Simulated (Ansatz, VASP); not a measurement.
## P: VASP beside Ansatz

File INCAR:

```
PREC = Accurate ; ENCUT = 520
EDIFF = 1E-8 ; ISMEAR = -1
SIGMA = 0.05 ; LREAL = F
LASPH = T ; NELM = 60
ALGO = Normal ; ISIF = 2
LWAVE = F ; LCHARG = F
GGA = PS ; LEFG = T
NBANDS = 30
```

Contents of KPOINTS:

```
Automatic mesh
0
Gamma
  2 4 3
```

POSCAR

```
P
1.0
    3.3164000000    -10.4840000000      0.0000000000
    1.6582000000      5.2420000000      0.0000000000
    0.0000000000      0.0000000000      4.3793000000
P
8
Direct
    0.4491900000      0.1016200000      0.0806800000
    0.9491900000      0.1016200000      0.0806800000
    0.3008100000      0.3983800000      0.5806800000
    0.8008100000      0.3983800000      0.5806800000
    0.0508100000      0.8983800000      0.9193200000
    0.5508100000      0.8983800000      0.9193200000
    0.1991900000      0.6016200000      0.4193200000
    0.6991900000      0.6016200000      0.4193200000
```

Input for Ansatz:

```yaml
crystal:
  lattice:
    - [3.3164, -10.484, 0.0]
    - [1.6582, 5.242, 0.0]
    - [0.0, 0.0, 4.3793]
  atoms:
    - { symbol: P, position: [0.44919, 0.10162, 0.08068] }
    - { symbol: P, position: [0.94919, 0.10162, 0.08068] }
    - { symbol: P, position: [0.30081, 0.39838, 0.58068] }
    - { symbol: P, position: [0.80081, 0.39838, 0.58068] }
    - { symbol: P, position: [0.05081, 0.89838, 0.91932] }
    - { symbol: P, position: [0.55081, 0.89838, 0.91932] }
    - { symbol: P, position: [0.19919, 0.60162, 0.41932] }
    - { symbol: P, position: [0.69919, 0.60162, 0.41932] }
kpoints:
  mp_grid: { grid: [2, 4, 3] }
scf:
  occupations: { method: fermi_dirac, width: 0.05 }
hamiltonian:
  xc: pbesol
  pseudopotentials: { kind: paw, azcp: { folder: soft_1 } }
output:
  forces: true
  efg: { contact_densities: true }
  core_levels: { shells: { P: "2p" }, counted_from: fermi_level, add_spin: always }
```

Alike in both runs: task electric field gradients; functional PBEsol; k mesh 2 × 4 × 3; occupations fermi-dirac, width 0.05 eV; no spin polarisation.

|  | VASP | Ansatz |
| --- | --- | --- |
| version | VASP 6.6.1 | Ansatz 0.2.0 |
| potentials or method | VASP PAW PBE potentials, release 64 (P) | plane-wave PAW, scalar-relativistic |
| plane-wave cutoff (eV) | 520 | 420 |
| valence electrons in the cell | 40 | 40 |

Ansatz gave:

```
rms of the force components (eV/Å)                   : 0.064
size of Vzz on the site where it differs most (V/Å²) : 70.5
```

**Question.** Estimate VASP's values.

**Answer.** rms of the force components (eV/Å): 0.053; size of Vzz on the site where it differs most (V/Å²): 68.1.

VASP's potentials were made for PBE, not for PBEsol, and Ansatz warns of the same on its side. Atom by atom the forces differ by 0.015 eV/Å (rms over components). With one functional, cell and mesh, what is left measures potentials, basis and numerics.

The k mesh is coarse, so the values compare programs but aren't converged.
